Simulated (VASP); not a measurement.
# K2TaO3 (P-6m2) in VASP: relaxation of cell and atoms with PBE

Aim: the relaxation of cell and atoms of K2TaO3 with PBE.

Everything below comes from runs of VASP 6.6.1. Logs are shortened: lines on timing, memory, paths and dates and some standing lists are left out, and cuts for length are marked.

## 1. The cell of the first run

It takes space group P-6m2 (No. 187, hexagonal). The conventional cell has a = 6.829 Å, b = 6.829 Å, c = 2.884 Å, α = 90.00°, β = 90.00°, γ = 120.00°. Within 3.8 Å of K (site symmetry -6m2) lie 2 K at 2.88 Å and 6 O at 3.45 Å. K (site symmetry -6m2) has 3 O at 2.46 Å and 2 K at 2.88 Å within 3.3 Å. Ta (site symmetry -6m2) has 6 O at 2.07 Å within 2.7 Å. Within 2.7 Å of O (site symmetry mm2) lie 2 Ta at 2.07 Å and 1 K at 2.46 Å and 2 O at 2.57 Å.

## 2. Relaxation of cell and atoms, PBE, collinear spin, ferromagnetic start

Contents of INCAR:

```
SYSTEM = K2TaO3
PREC = Accurate ; ENCUT = 600
EDIFF = 1E-7 ; ISMEAR = 0
SIGMA = 0.1 ; LREAL = .False.
LASPH = .True. ; NELM = 150
ALGO = Normal ; ISIF = 3
LWAVE = .False. ; LCHARG = .False.
ISPIN = 2 ; MAGMOM = 0 0 0.16 0 0 0
LORBIT = 11 ; LMAXMIX = 4
GGA = PE ; IBRION = 2
NSW = 90 ; EDIFFG = -0.04
```

Contents of KPOINTS:

```
regular mesh
0
Gamma
  3 3 6
  0 0 0
```

Contents of POSCAR:

```
K2TaO3
1.0
    6.8288824951      0.0000000000      0.0000000000
   -3.4144412476      5.9139857202      0.0000000000
    0.0000000000      0.0000000000      2.8841813469
K Ta O
2 1 3
Direct
    0.6666666667      0.3333333333      0.5000000000
    0.0000000000      0.0000000000      0.5000000000
    0.3333333333      0.6666666667      0.0000000000
    0.2081225595      0.7918774405      0.5000000000
    0.2081225595      0.4162451189      0.5000000000
    0.5837548811      0.7918774405      0.5000000000
```

Potentials or basis: VASP PAW PBE potentials, release 64 (K_sv, Ta_pv, O).

On the command line:

```
$ cat potpaw_PBE.64/K_sv/POTCAR potpaw_PBE.64/Ta_pv/POTCAR potpaw_PBE.64/O/POTCAR > POTCAR
$ mpirun -np 1 vasp_std > vasp.out
```

OUTCAR:

```text
SYSTEM = K2TaO3
   PREC = Accurate
   ENCUT = 600
   EDIFF = 1E-7
   ISMEAR = 0
   LREAL = .False.
   LASPH = .True.
   NELM = 150
   ISIF = 3
   ISPIN = 2
   LORBIT = 11
   GGA = PE
   IBRION = 2
   NSW = 90
   EDIFFG = -0.04

 ion  position               nearest neighbor table
   1  0.667  0.333  0.500-
   2  0.000  0.000  0.500-   6 2.46   5 2.46   4 2.46
   3  0.333  0.667  0.000-   4 2.07   4 2.07   6 2.07   6 2.07   5 2.07   5 2.07
   4  0.208  0.792  0.500-   3 2.07   3 2.07   2 2.46
   5  0.208  0.416  0.500-   3 2.07   3 2.07   2 2.46
   6  0.584  0.792  0.500-   3 2.07   3 2.07   2 2.46

  LATTYP: Found a hexagonal cell.
 ALAT       =     6.8288824951
 C/A-ratio  =     0.4223504137

  Lattice vectors:

 A1 = (   6.8288824951,   0.0000000000,   0.0000000000)
 A2 = (  -3.4144412476,   5.9139857202,   0.0000000000)
 A3 = (   0.0000000000,   0.0000000000,   2.8841813469)

Analysis of symmetry for initial positions (statically):
=====================================================================
 Subroutine PRICEL returns:
 Original cell was already a primitive cell.

 Routine SETGRP: Setting up the symmetry group for a
 hexagonal supercell.

 Subroutine GETGRP returns: Found 12 space group operations
 (whereof 12 operations were pure point group operations)
 out of a pool of 24 trial point group operations.

The static configuration has the point symmetry D_3h.

Analysis of symmetry for dynamics (positions and initial velocities):
=====================================================================
 Subroutine PRICEL returns:
 Original cell was already a primitive cell.

 Routine SETGRP: Setting up the symmetry group for a
 hexagonal supercell.

 Subroutine GETGRP returns: Found 12 space group operations
 (whereof 12 operations were pure point group operations)
 out of a pool of 24 trial point group operations.

The dynamic configuration has the point symmetry D_3h.

Analysis of structural, dynamic, and magnetic symmetry:
=====================================================================
 Subroutine PRICEL returns:
 Original cell was already a primitive cell.

 Routine SETGRP: Setting up the symmetry group for a
 hexagonal supercell.

 Subroutine GETGRP returns: Found 12 space group operations
 (whereof 12 operations were pure point group operations)
 out of a pool of 24 trial point group operations.

The overall configuration has the point symmetry D_3h.

 Subroutine INISYM returns: Found 12 space group operations
 (whereof 12 operations are pure point group operations),
 and found     1 'primitive' translations

----------------------------------------------------------------------------------------

                                     Primitive cell

  volume of cell :     116.4803

  direct lattice vectors                    reciprocal lattice vectors
     6.828882495  0.000000000  0.000000000     0.146436844  0.084545351  0.000000000
    -3.414441248  5.913985720  0.000000000     0.000000000  0.169090702  0.000000000
     0.000000000  0.000000000  2.884181347     0.000000000  0.000000000  0.346718836

  length of vectors
     6.828882495  6.828882495  2.884181347     0.169090702  0.169090702  0.346718836

  position of ions in fractional coordinates (direct lattice)
     0.666666667  0.333333333  0.500000000
     0.000000000  0.000000000  0.500000000
     0.333333333  0.666666667  0.000000000
     0.208122559  0.791877441  0.500000000
     0.208122559  0.416245119  0.500000000
     0.583754881  0.791877441  0.500000000

  ion indices of the primitive-cell ions
   primitive index   ion index
                 1           1
                 2           2
                 3           3
                 4           4
                 5           5
                 6           6

----------------------------------------------------------------------------------------

 KPOINTS: regular mesh

Automatic generation of k-mesh.
 Grid dimensions read from file:
 generate k-points for:    3    3    6

 Generating k-lattice:

  Cartesian coordinates                     Fractional coordinates (reciprocal lattice)
     0.048812281  0.028181784  0.000000000     0.333333333 -0.000000000  0.000000000
     0.000000000  0.056363567  0.000000000     0.000000000  0.333333333  0.000000000
     0.000000000  0.000000000  0.057786473     0.000000000  0.000000000  0.166666667

  Length of vectors
     0.056363567  0.056363567  0.057786473

  Shift w.r.t. Gamma in fractional coordinates (k-lattice)
     0.000000000  0.000000000  0.000000000

 Subroutine IBZKPT returns following result:
 ===========================================

 Found     12 irreducible k-points:

 Following reciprocal coordinates:
            Coordinates               Weight
  0.000000  0.000000  0.000000      1.000000
  0.333333  0.000000  0.000000      6.000000
  0.333333  0.333333  0.000000      2.000000
  0.000000  0.000000  0.166667      2.000000
  0.333333  0.000000  0.166667     12.000000
  0.333333  0.333333  0.166667      4.000000
  0.000000  0.000000  0.333333      2.000000
  0.333333  0.000000  0.333333     12.000000
  0.333333  0.333333  0.333333      4.000000
  0.000000  0.000000  0.500000      1.000000
  0.333333  0.000000  0.500000      6.000000
  0.333333  0.333333  0.500000      2.000000
   k-points           NKPTS =     12   k-points in BZ     NKDIM =     12   number of bands    NBANDS=     28
   number of dos      NEDOS =    301   number of ions     NIONS =      6
   total plane-waves  NPLWV =  75264
   dimension x,y,z NGX =    56 NGY =   56 NGZ =   24
   dimension x,y,z NGXF=   112 NGYF=  112 NGZF=   48
   ions per type =               2   1   3
   NGX,Y,Z   is equivalent  to a cutoff of  13.63, 13.63, 13.83 a.u.
   NGXF,Y,Z  is equivalent  to a cutoff of  27.27, 27.27, 27.67 a.u.
 SYSTEM =  K2TaO3
   PREC   = accura    normal or accurate (medium, high low for compatibility)
   ISTART =      0    job   : 0-new  1-cont  2-samecut
   ICHARG =      2    charge: 1-file 2-atom 10-const
   ISPIN  =      2    spin polarized calculation?
   LNONCOLLINEAR =      F non collinear calculations
   LSORBIT =      F    spin-orbit coupling
   LASPH  =      T    aspherical Exc in radial PAW
   ENCUT  =  600.0 eV  44.10 Ry    6.64 a.u.  13.64 13.64  5.76*2*pi/ulx,y,z
   NELM   =    150;   NELMIN=  2; NELMDL= -5     # of ELM steps
   EDIFF  = 0.1E-06   stopping-criterion for ELM
   LREAL  =      F    real-space projection
   EDIFFG = -.4E-01   stopping-criterion for IOM
   NSW    =     90    number of steps for IOM
   IBRION =      2    ionic relax: 0-MD 1-quasi-New 2-CG
   NFREE  =      1    steps in history (QN), initial steepest desc. (CG)
   ISIF   =      3    stress and relaxation
   ISYM   =      2    0-nonsym 1-usesym 2-fastsym
   POTIM  = 0.5000    time-step for ionic-motion
   TEBEG  =    0.0;   TEEND  =   0.0 temperature during run
   PSTRESS=    0.0 pullay stress
   NELECT =      47.0000    total number of electrons
   NUPDOWN=      -1.0000    fix difference up-down
   EMIN   =  10.00;   EMAX   =-10.00  energy-range for DOS
   EFERMI =   0.00;   METHOD = LEGACY
   ISMEAR =     0;   SIGMA  =   0.10  broadening in eV -4-tet -1-fermi 0-gaus
   EFERMI_NEDOS =   21; number of points for ismear=-14 and -15
   IALGO  =     38    algorithm
   IMIX   =      4    mixing-type and parameters
     AMIX     =   0.40;   BMIX     =  1.00
     AMIX_MAG =   1.60;   BMIX_MAG =  1.00
  volume/ion in A,a.u.               =      19.41       131.01
  Fermi-wavevector in a.u.,A,eV,Ry     =   1.209734  2.286066 19.911539  1.463457
  Thomas-Fermi vector in A             =   2.345303
   LORBIT       =     11    0 simple, 1 ext, 2 COOP (PROOUT), +10 PAW based schemes
   GGA     = PE    functional components
   LHFCALC =     F    Hartree Fock is set to
   AEXX    =    0.0000 exact exchange contribution
   IVDW    =     0    specifies the selected vdW correction
   LEPSILON=     F    determine dielectric tensor
   LRPA    =     F    only Hartree local field effects (RPA)
 conjugate gradient relaxation of ions
 spin polarized calculation
 Gauss-broadening in eV      SIGMA  =   0.10
  energy-cutoff  :      600.00
  volume of cell :      116.48
 maximum number of plane-waves:      3912
 NGX is ok and might be reduce to    54
   NGX = 27   NGY = 27   NGZ = 11

--------------------------------------- Ionic step        1  -------------------------------------------

 number of electron      47.0000001 magnetization       0.0028776

 Free energy of the ion-electron system (eV)
  ---------------------------------------------------
  ext. energy  EPLUGINS =         0.00000000
  ---------------------------------------------------
  free energy    TOTEN  =       -39.68152421 eV

  energy without entropy =      -39.66659883  energy(sigma->0) =      -39.67406152

------------------------ aborting loop because EDIFF is reached ----------------------------------------

  FORCE on cell =-STRESS in cart. coord.  units (eV):
  Direction    XX          YY          ZZ          XY          YZ          ZX
  --------------------------------------------------------------------------------------
  -------------------------------------------------------------------------------------
  Total        0.0443686      0.0443686      1.2610647     -0.0000000     -0.0000000      0.0000000
  in kB        0.6102862      0.6102862     17.3458461     -0.0000000     -0.0000000      0.0000000
  external PRESSURE =       6.1888061 kB  Pullay stress =       0.0000000 kB
[... 105 lines left out ...]
  energy  without entropy=      -39.6704951657  energy(sigma->0) =      -39.67786364

--------------------------------------- Ionic step        4  -------------------------------------------

 number of electron      47.0000000 magnetization       0.0000895

 Free energy of the ion-electron system (eV)
  ---------------------------------------------------
  ext. energy  EPLUGINS =         0.00000000
  ---------------------------------------------------
  free energy    TOTEN  =       -39.68603001 eV

  energy without entropy =      -39.67153940  energy(sigma->0) =      -39.67878471

 E-fermi :   3.6012     XC(G=0):  -8.7931

 val. band max:        3.5965461867   @ k =   0.3333   0.3333   0.0000
 cond. band min:       3.6403051192   @ k =   0.3333   0.0000   0.5000
 fundamental gap:      0.0437589324
 Fermi energy:         3.6011665630

 spin component 1

 k-point     1 :       0.0000    0.0000    0.0000
  band No.  band energies     occupation
      1     -33.3424      1.00000
      2     -33.3424      1.00000
      3     -32.7432      1.00000
      4     -30.1116      1.00000
      5     -28.4621      1.00000
      6     -16.8019      1.00000
[... 361 lines left out ...]
     27       5.9608      0.00000
     28       6.2649      0.00000
 Fermi energy:         3.6011665630

 spin component 2

 k-point     1 :       0.0000    0.0000    0.0000
  band No.  band energies     occupation
      1     -33.3424      1.00000
      2     -33.3424      1.00000
      3     -32.7432      1.00000
      4     -30.1115      1.00000
      5     -28.4621      1.00000
      6     -16.8019      1.00000
[... 394 lines left out ...]
  FREE ENERGIE OF THE ION-ELECTRON SYSTEM (eV)
  ---------------------------------------------------
  free  energy   TOTEN  =       -39.6860300099 eV

  energy  without entropy=      -39.6715394043  energy(sigma->0) =      -39.67878471

 reached required accuracy - stopping structural energy minimisation

 total charge

# of ion       s       p       d       tot
------------------------------------------
    1        1.984   5.559   0.026   7.570
    2        1.965   5.599   0.060   7.624
    3        0.341   6.253   2.130   8.725
    4        1.566   3.445   0.000   5.011
    5        1.566   3.445   0.000   5.011
    6        1.566   3.445   0.000   5.011
--------------------------------------------------
tot          8.991  27.745   2.216  38.952

 magnetization (x)

# of ion       s       p       d       tot
------------------------------------------
    1        0.000  -0.000   0.000   0.000
    2        0.000   0.000   0.000   0.000
    3        0.000   0.000   0.000   0.000
    4        0.000  -0.000   0.000  -0.000
    5        0.000  -0.000   0.000  -0.000
    6        0.000  -0.000   0.000  -0.000
--------------------------------------------------
tot          0.000  -0.000   0.000   0.000
```

It took 3.1 min on 1 thread of Intel Xeon 6975P-C (Granite Rapids), shared host; peak memory 0.37 GiB.

Results:

| Item | Value |
| --- | --- |
| Free energy | -39.6860 eV |
| Relaxed volume | 19.49 Å³/atom |
| Relaxed cell | a = 6.817 Å, b = 6.817 Å, c = 2.905 Å, α = 90.00°, β = 90.00°, γ = 120.00° |
| Space group after relaxing (to 0.05 Å) | P-6m2 (No. 187) |
| Energy gained by relaxing | 0.8 meV/atom |
| Ionic steps | 4 |
| Pressure after relaxing | -0.1 GPa |
| Largest force after relaxing | 0.024 eV/Å |
| Net moment | 0.00 μB per cell |
| Valence electrons inside the program's atomic spheres | K 7.57, 7.62; Ta 8.72; O 5.01 |

Forces in eV/Å, atoms in the order of the input:
```
K    0.000  0.000  0.000
K    0.000  0.000  0.000
Ta   0.000  0.000  0.000
O   -0.021  0.012  0.000
O    0.000 -0.024  0.000
O    0.021  0.012  0.000
```

Step by step:
```csv
step,energy change (eV),largest force (eV/Å),pressure (GPa),volume (Å³)
1,0.0000,0.0703,0.62,116.48
2,-0.0013,0.1579,-0.86,117.75
3,-0.0037,0.0582,-0.21,117.18
4,-0.0045,0.0243,-0.06,116.92
```

Final structure:
```xyz
6
Lattice="6.8167 0.0000 0.0000 -3.4084 5.9035 0.0000 0.0000 0.0000 2.9055" Properties=species:S:1:pos:R:3 pbc="T T T"
K     3.4084    1.9678    1.4527
K    -3.4084    5.9035    1.4527
Ta    0.0000    3.9356    0.0000
O    -1.2800    4.6747    1.4527
O     0.0000    2.4576    1.4527
O     1.2800    4.6747    1.4527
```

Caveat: the k points lie up to 0.36 Å⁻¹ apart in the final cell; spin-orbit coupling is left out, which moves the levels of the heavy elements.
